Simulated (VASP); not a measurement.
# Ti2C (R-3m) in VASP: single point with r2SCAN

Aim: the single point of Ti2C with r2SCAN.

Program: VASP 6.6.1. These are calculated values, not measurements. Logs are shortened: lines on timing, memory, paths and dates and some standing lists are left out, and cuts for length are marked.

## Step 1: The cell of the first run

It takes space group R-3m (No. 166, trigonal). The conventional cell has a = 2.924 Å, b = 2.924 Å, c = 14.101 Å, α = 90.00°, β = 90.00°, γ = 120.00°. Ti (site symmetry 3m) has 3 C at 2.02 Å and 3 Ti at 2.79 Å within 2.8 Å. Within 2.7 Å of C (site symmetry -3m) lie 6 Ti at 2.02 Å.

## Step 2: Single point, r2SCAN (strain -0.050 along x and y, -0.025 along z)

POSCAR

```
Ti2C
1.0
    1.4620308914      0.8441039287      4.7003350521
   -1.4620308914      0.8441039287      4.7003350521
    0.0000000000     -1.6882078575      4.7003350521
Ti C
2 1
Direct
    0.2452135240      0.2452135240      0.2452135240
    0.7547864760      0.7547864760      0.7547864760
    0.5000000000      0.5000000000      0.5000000000
```

INCAR.step1

```
SYSTEM = Ti2C
ALGO     = Normal         ! electronic algorithm
EDIFF    = 1E-4           ! SCF threshold, eV
ENCUT    = 520            ! plane-wave cutoff, eV
GGA      = PE             ! functional
ISMEAR   = 0              ! smearing method
LASPH    = .TRUE.         ! aspherical terms in the spheres
LCHARG   = .FALSE.        ! write CHGCAR
LREAL    = .FALSE.        ! projectors in reciprocal space
LWAVE    = .TRUE.         ! write WAVECAR
NBANDS   = 21             ! bands
NELM     = 80             ! most SCF steps
PREC     = Accurate       ! precision mode
SIGMA    = 0.15           ! smearing width, eV
```

INCAR.step2

```
SYSTEM = Ti2C
ALGO     = Normal         ! electronic algorithm
EDIFF    = 1E-6           ! SCF threshold, eV
ENCUT    = 520            ! plane-wave cutoff, eV
ISIF     = 2              ! what is computed and relaxed
ISMEAR   = 0              ! smearing method
ISTART   = 1            
LASPH    = .TRUE.         ! aspherical terms in the spheres
LCHARG   = .FALSE.        ! write CHGCAR
LMIXTAU  = .TRUE.       
LREAL    = .FALSE.        ! projectors in reciprocal space
LWAVE    = .FALSE.        ! write WAVECAR
METAGGA  = R2SCAN         ! meta-GGA
NBANDS   = 21             ! bands
NELM     = 80             ! most SCF steps
PREC     = Accurate       ! precision mode
SIGMA    = 0.15           ! smearing width, eV
```

KPOINTS

```
k-points
0
G
  18 18 18
  0 0 0
```

Potentials or basis: VASP PAW PBE potentials, release 64 (Ti_sv, C).

Command:

```console
$ cat potpaw_PBE.64/Ti_sv/POTCAR potpaw_PBE.64/C/POTCAR > POTCAR
$ cp INCAR.step1 INCAR
$ mpirun -np 1 vasp_std > vasp.out
$ cp INCAR.step2 INCAR
$ mpirun -np 1 vasp_std > vasp.out
```

OUTCAR:

```text
SYSTEM = Ti2C
   EDIFF = 1E-6
   ENCUT = 520
   ISIF = 2
   ISMEAR = 0
   ISTART = 1
   LASPH = .TRUE.
   LREAL = .FALSE.
   METAGGA = R2SCAN
   NELM = 80
   PREC = Accurate

 ion  position               nearest neighbor table
   1  0.245  0.245  0.245-   3 2.02   3 2.02   3 2.02   2 2.79   2 2.79   2 2.79
   2  0.755  0.755  0.755-   3 2.02   3 2.02   3 2.02   1 2.79   1 2.79   1 2.79
   3  0.500  0.500  0.500-   1 2.02   1 2.02   2 2.02   2 2.02   1 2.02   2 2.02

  LATTYP: Found a trigonal (rhomboedric) cell.
 ALAT       =     4.9943163067
 COS(alpha) =     0.8286078190

  Lattice vectors:

 A1 = (   1.4620308914,   0.8441039287,   4.7003350521)
 A2 = (  -1.4620308914,   0.8441039287,   4.7003350521)
 A3 = (   0.0000000000,  -1.6882078575,   4.7003350521)

Analysis of symmetry for initial positions (statically):
=====================================================================
 Subroutine PRICEL returns:
 Original cell was already a primitive cell.

 Routine SETGRP: Setting up the symmetry group for a
 trigonal (rhombohedral) supercell.

 Subroutine GETGRP returns: Found 12 space group operations
 (whereof 12 operations were pure point group operations)
 out of a pool of 12 trial point group operations.

The static configuration has the point symmetry D_3d.

Analysis of symmetry for dynamics (positions and initial velocities):
=====================================================================
 Subroutine PRICEL returns:
 Original cell was already a primitive cell.

 Routine SETGRP: Setting up the symmetry group for a
 trigonal (rhombohedral) supercell.

 Subroutine GETGRP returns: Found 12 space group operations
 (whereof 12 operations were pure point group operations)
 out of a pool of 12 trial point group operations.

The dynamic configuration has the point symmetry D_3d.

 Subroutine INISYM returns: Found 12 space group operations
 (whereof 12 operations are pure point group operations),
 and found     1 'primitive' translations

----------------------------------------------------------------------------------------

                                     Primitive cell

  volume of cell :      34.8043

  direct lattice vectors                    reciprocal lattice vectors
     1.462030891  0.844103929  4.700335052     0.341990038  0.197448040  0.070916930
    -1.462030891  0.844103929  4.700335052    -0.341990038  0.197448040  0.070916930
     0.000000000 -1.688207857  4.700335052     0.000000000 -0.394896081  0.070916930

  length of vectors
     4.994316307  4.994316307  4.994316307     0.401213317  0.401213317  0.401213317

  position of ions in fractional coordinates (direct lattice)
     0.245213524  0.245213524  0.245213524
     0.754786476  0.754786476  0.754786476
     0.500000000  0.500000000  0.500000000

  ion indices of the primitive-cell ions
   primitive index   ion index
                 1           1
                 2           2
                 3           3

----------------------------------------------------------------------------------------

 KPOINTS: k-points

Automatic generation of k-mesh.
 Grid dimensions read from file:
 generate k-points for:   18   18   18

 Generating k-lattice:

  Cartesian coordinates                     Fractional coordinates (reciprocal lattice)
     0.018999447  0.010969336  0.003939829     0.055555556  0.000000000  0.000000000
    -0.018999447  0.010969336  0.003939829     0.000000000  0.055555556  0.000000000
     0.000000000 -0.021938671  0.003939829     0.000000000  0.000000000  0.055555556

  Length of vectors
     0.022289629  0.022289629  0.022289629

  Shift w.r.t. Gamma in fractional coordinates (k-lattice)
     0.000000000  0.000000000  0.000000000

 Subroutine IBZKPT returns following result:
 ===========================================

 Found    580 irreducible k-points:

 Following reciprocal coordinates:
            Coordinates               Weight
  0.000000  0.000000  0.000000      1.000000
  0.055556 -0.000000  0.000000      6.000000
  0.111111 -0.000000  0.000000      6.000000
  0.166667 -0.000000 -0.000000      6.000000
  0.222222  0.000000  0.000000      6.000000
  0.277778  0.000000 -0.000000      6.000000
[... 16 lines left out ...]
 -0.277778  0.055556  0.000000     12.000000
 -0.222222  0.055556  0.000000     12.000000
 [... further k-points ...]
   k-points           NKPTS =    580   k-points in BZ     NKDIM =    580   number of bands    NBANDS=     21
   number of dos      NEDOS =    301   number of ions     NIONS =      3
   total plane-waves  NPLWV =  64000
   dimension x,y,z NGX =    40 NGY =   40 NGZ =   40
   dimension x,y,z NGXF=    80 NGYF=   80 NGZF=   80
   ions per type =               2   1
   NGX,Y,Z   is equivalent  to a cutoff of  13.31, 13.31, 13.31 a.u.
   NGXF,Y,Z  is equivalent  to a cutoff of  26.63, 26.63, 26.63 a.u.
 SYSTEM =  Ti2C
   PREC   = accura    normal or accurate (medium, high low for compatibility)
   ISTART =      1    job   : 0-new  1-cont  2-samecut
   ICHARG =      0    charge: 1-file 2-atom 10-const
   ISPIN  =      1    spin polarized calculation?
   LNONCOLLINEAR =      F non collinear calculations
   LSORBIT =      F    spin-orbit coupling
   LASPH  =      T    aspherical Exc in radial PAW
   ENCUT  =  520.0 eV  38.22 Ry    6.18 a.u.   9.29  9.29  9.29*2*pi/ulx,y,z
   NELM   =     80;   NELMIN=  2; NELMDL=  0     # of ELM steps
   EDIFF  = 0.1E-05   stopping-criterion for ELM
   LREAL  =      F    real-space projection
   EDIFFG = 0.1E-04   stopping-criterion for IOM
   NSW    =      0    number of steps for IOM
   IBRION =     -1    ionic relax: 0-MD 1-quasi-New 2-CG
   NFREE  =      0    steps in history (QN), initial steepest desc. (CG)
   ISIF   =      2    stress and relaxation
   ISYM   =      2    0-nonsym 1-usesym 2-fastsym
   POTIM  = 0.5000    time-step for ionic-motion
   TEBEG  =    0.0;   TEEND  =   0.0 temperature during run
   PSTRESS=    0.0 pullay stress
   NELECT =      28.0000    total number of electrons
   NUPDOWN=      -1.0000    fix difference up-down
   EMIN   =  10.00;   EMAX   =-10.00  energy-range for DOS
   EFERMI =   0.00;   METHOD = LEGACY
   ISMEAR =     0;   SIGMA  =   0.15  broadening in eV -4-tet -1-fermi 0-gaus
   EFERMI_NEDOS =   21; number of points for ismear=-14 and -15
   IALGO  =     38    algorithm
   IMIX   =      4    mixing-type and parameters
     AMIX     =   0.40;   BMIX     =  1.00
     AMIX_MAG =   1.60;   BMIX_MAG =  1.00
  volume/ion in A,a.u.               =      11.60        78.29
  Fermi-wavevector in a.u.,A,eV,Ry     =   1.522591  2.877280 31.542170  2.318284
  Thomas-Fermi vector in A             =   2.631150
   LORBIT       =      0    0 simple, 1 ext, 2 COOP (PROOUT), +10 PAW based schemes
   METAGGA = R2SCAN    functional components
   LHFCALC =     F    Hartree Fock is set to
   AEXX    =    0.0000 exact exchange contribution
   IVDW    =     0    specifies the selected vdW correction
   LEPSILON=     F    determine dielectric tensor
   LRPA    =     F    only Hartree local field effects (RPA)
 non-spin polarized calculation
 Gauss-broadening in eV      SIGMA  =   0.15
  energy-cutoff  :      520.00
  volume of cell :       34.80
 maximum number of plane-waves:       966
 NGX is ok and might be reduce to    40
   NGX = 19   NGY = 19   NGZ = 19

 number of electron      27.9999998 magnetization

 Free energy of the ion-electron system (eV)
  ---------------------------------------------------
  ext. energy  EPLUGINS =         0.00000000
  ---------------------------------------------------
  free energy    TOTEN  =       -37.59019317 eV

  energy without entropy =      -37.57272860  energy(sigma->0) =      -37.58146089

 E-fermi :   9.9150     XC(G=0): -13.4168

 val. band max:        9.9145165199   @ k =  -0.4444   0.2222   0.0556
 cond. band min:       9.9173916525   @ k =  -0.3889   0.4444   0.3889
 fundamental gap:      0.0028751326
 Fermi energy:         9.9150343167

 k-point     1 :       0.0000    0.0000    0.0000
  band No.  band energies     occupation
      1     -48.9380      2.00000
      2     -48.7722      2.00000
      3     -24.6506      2.00000
      4     -23.8445      2.00000
      5     -23.8445      2.00000
      6     -23.7821      2.00000
[... 13 lines left out ...]
     20      13.5502      0.00000
     21      14.8252      0.00000

 k-point     2 :       0.0556   -0.0000    0.0000
  band No.  band energies     occupation
      1     -48.9341      2.00000
      2     -48.7708      2.00000
      3     -24.6420      2.00000
      4     -23.8641      2.00000
      5     -23.8491      2.00000
      6     -23.7842      2.00000
[... 13 lines left out ...]
     20      13.5698      0.00000
     21      14.9119      0.00000

 k-point     3 :       0.1111   -0.0000    0.0000
  band No.  band energies     occupation
      1     -48.9230      2.00000
      2     -48.7668      2.00000
      3     -24.6171      2.00000
      4     -23.9184      2.00000
      5     -23.8623      2.00000
      6     -23.8178      2.00000
[... 13 lines left out ...]
     20      13.6401      0.00000
     21      15.1167      0.00000
[... 457 lines left out ...]
 k-point    23 :      -0.2778    0.0556    0.0000
  band No.  band energies     occupation
      1     -48.8445      2.00000
      2     -48.7452      2.00000
      3     -24.4562      2.00000
      4     -24.2466      2.00000
      5     -24.1255      2.00000
      6     -23.9543      2.00000
[... 13 lines left out ...]
     20      14.0448      0.00000
     21      16.1149      0.00000

 k-point    24 :      -0.2222    0.0556    0.0000
  band No.  band energies     occupation
      1     -48.8697      2.00000
      2     -48.7498      2.00000
      3     -24.5041      2.00000
      4     -24.1491      2.00000
      5     -24.0489      2.00000
      6     -23.9240      2.00000
[... 13 lines left out ...]
     20      14.0285      0.00000
     21      15.8676      0.00000

 [... further k-points ...]

------------------------ aborting loop because EDIFF is reached ----------------------------------------

  FORCE on cell =-STRESS in cart. coord.  units (eV):
  Direction    XX          YY          ZZ          XY          YZ          ZX
  --------------------------------------------------------------------------------------
  -------------------------------------------------------------------------------------
  Total        7.7322179      7.7322179      5.9093961      0.0000000     -0.0000000      0.0000000
  in kB      355.9443703    355.9443703    272.0327223      0.0000000     -0.0000000      0.0000000
  external PRESSURE =     327.9738210 kB  Pullay stress =       0.0000000 kB

 VOLUME and BASIS-vectors are now :
 -----------------------------------------------------------------------------
  energy-cutoff  :      520.00
  volume of cell :       34.80
      direct lattice vectors                 reciprocal lattice vectors
     1.462030891  0.844103929  4.700335052     0.341990038  0.197448040  0.070916930
    -1.462030891  0.844103929  4.700335052    -0.341990038  0.197448040  0.070916930
     0.000000000 -1.688207857  4.700335052     0.000000000 -0.394896081  0.070916930

 POSITION                                       TOTAL-FORCE (eV/Angst)
 -----------------------------------------------------------------------------------
      0.00000     -0.00000      3.45776         0.000000     -0.000000      1.668460
      0.00000     -0.00000     10.64325         0.000000      0.000000     -1.668460
      0.00000     -0.00000      7.05050         0.000000     -0.000000     -0.000000
 -----------------------------------------------------------------------------------
    total drift:                                0.000000     -0.000000      0.000000

  FREE ENERGIE OF THE ION-ELECTRON SYSTEM (eV)
  ---------------------------------------------------
  free  energy   TOTEN  =       -37.5901931689 eV

  energy  without entropy=      -37.5727286045  energy(sigma->0) =      -37.58146089
```

Run time: 46 min. Hardware: 1 thread of AMD EPYC 9R45 (Zen 5), shared host; peak memory 0.52 GiB.

Results:

| Property | Result |
| --- | --- |
| Free energy | -37.5902 eV |
| Pressure | 32.8 GPa |
| Largest force | 1.668 eV/Å |
| Band gap on the k mesh | zero (bands 14 and 15 overlap by 1.24 eV) |

Forces in eV/Å, atoms in the order of the input:
```
Ti   0.000  0.000  1.668
Ti   0.000  0.000 -1.668
C    0.000  0.000  0.000
```

Levels at points of the mesh, in eV from the Fermi level:
| k point | band 10 | band 11 | band 12 | band 13 | band 14 | band 15 | band 16 | band 17 | band 18 | band 19 |
| --- | --- | --- | --- | --- | --- | --- | --- | --- | --- | --- |
| (0.00, 0.00, 0.00) | -5.71 | -3.02 | -3.02 | -2.40 | 0.73 | 0.73 | 1.07 | 2.32 | 2.32 | 3.64 |
| (0.50, 0.00, 0.00) | -5.37 | -3.64 | -2.89 | -1.62 | -1.20 | 0.20 | 2.29 | 3.21 | 3.65 | 3.94 |
| (0.50, 0.50, 0.00) | -5.81 | -3.43 | -3.09 | -2.07 | -1.02 | 1.06 | 3.25 | 3.51 | 3.77 | 4.24 |
| (0.50, 0.50, 0.50) | -6.50 | -2.86 | -2.86 | -1.28 | 0.06 | 1.07 | 1.07 | 2.19 | 2.19 | 2.64 |

Caveat: the cell differs from its parent crystal (strain -0.050 along x and y, -0.025 along z); the stress differs along the axes, from 27 to 36 GPa; the PAW data sets were made with another functional, which shifts forces and pressure a little.
